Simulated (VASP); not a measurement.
TaN:

```
CELL_PARAMETERS angstrom
-2.71069 2.71069 1.99994
2.71069 -2.71069 1.99994
2.71069 2.71069 -1.99994
ATOMIC_POSITIONS crystal
Ta 0.75000 0.25000 0.50000
Ta 0.00000 0.00000 0.00000
N 0.50000 0.50000 0.00000
N 0.25000 0.75000 0.50000
```

Base run:

| Item | Value |
| --- | --- |
| Program | VASP 6.6.1 |
| Functional | PBE |
| Potentials or basis | VASP PAW PBE potentials, release 64 (Ta_sv_GW, N) |
| Cutoff | 600 eV |
| k mesh | 6 × 6 × 6 |
| Occupations | gaussian, width 0.1 eV |
| Spin | no spin polarisation |

Its results: band gap on the k mesh zero (band 18 reaches 8.28 eV, above the bottom of band 19 at 6.59 eV); pressure -0.2 GPa.

The run is repeated on the same cell with these changes: potentials or basis from VASP PAW PBE potentials, release 64 (Ta_sv_GW, N) to VASP PAW PBE potentials, release 64 (Ta_pv, N); cutoff from 600 eV to 520 eV; further incar settings from ALGO = Normal; EDIFF = 1e-06; NBANDS = 26 to ALGO = Normal; EDIFF = 1e-07; NBANDS = 24; valence electrons from 36 to 32. What comes out?

Band gap on the k mesh zero (band 16 reaches 5.20 eV, above the bottom of band 17 at 3.50 eV); pressure 0.3 GPa.

Caveats: spin-orbit coupling is left out, which moves the levels of the heavy elements.
